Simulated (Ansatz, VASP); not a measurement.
## Two plane-wave programs on Ti

INCAR

```
SYSTEM = Ti
PREC = Accurate ; ENCUT = 520
EDIFF = 1E-6 ; ISMEAR = -5
SIGMA = 0.05 ; LREAL = .FALSE.
LASPH = .TRUE. ; NELM = 150
ALGO = Normal ; ISIF = 2
LWAVE = .FALSE. ; LCHARG = .FALSE.
LMAXMIX = 4 ; LDAU = .TRUE.
LDAUTYPE = 2 ; LDAUL = 2
LDAUU = 3 ; LDAUJ = 0
LDAUPRINT = 1 ; GGA = RE
IVDW = 12 ; NBANDS = 12
```

The input KPOINTS:

```
Automatic mesh
0
G
  11 11 11
  0 0 0
```

POSCAR

```
Ti
1.0
    0.0000000000      2.0300000000      2.0300000000
    2.0300000000      0.0000000000      2.0300000000
    2.0300000000      2.0300000000      0.0000000000
Ti
1
Direct
    0.0000000000      0.0000000000      0.0000000000
```

The input input.yaml:

```yaml
crystal:
  lattice:
    - [0.0, 2.03, 2.03]
    - [2.03, 0.0, 2.03]
    - [2.03, 2.03, 0.0]
  atoms:
    - { symbol: Ti, position: [0.0, 0.0, 0.0] }
hamiltonian:
  xc: revpbe
  pseudopotentials: { kind: nc, accuracy: stringent, xc_functional: pbesol }
  dispersion: d3bj
  hubbard: { sites: [{ species: Ti, l: d, u_eff: 3.0 }], projectors: atomic }
kpoints:
  mp_grid: { grid: [11, 11, 11] }
scf:
  occupations: { method: tetrahedron }
  n_extra_bands: 6
output:
  forces: true
  stress: true
  dos: { projected: false, de: 0.05, nscf_kmesh: { grid: [17, 17, 17] } }
```

Alike in both runs: functional revPBE; dispersion D3(BJ); k mesh 11 × 11 × 11; occupations tetrahedron; no spin polarisation; Hubbard terms Ti d U = 3.0 eV.

|  | VASP | Ansatz |
| --- | --- | --- |
| version | VASP 6.6.1 | Ansatz 0.2.0 |
| potentials or method | VASP PAW PBE potentials, release 64 (Ti_sv) | PseudoDojo stringent (PBEsol files) |
| plane-wave cutoff (eV) | 520 | 1143 |
| valence electrons in the cell | 12 | 12 |
| task | single point | density of states |

Ansatz gave:

```
gap on the k mesh at the Fermi level (eV) : none
pressure (GPa)                            : 1.1
```

Task: Estimate VASP's values.

Result: gap on the k mesh at the Fermi level (eV): none; pressure (GPa): 3.7.

VASP's potentials were made for PBE, not for revPBE. The programs project onto different local orbitals, so the same U acts differently, and such runs can settle in different states. A gap of «none» marks a metal or a gap that the smearing closes.

Noted on Ansatz's run: the potentials were made for another functional, which shifts forces and pressure.
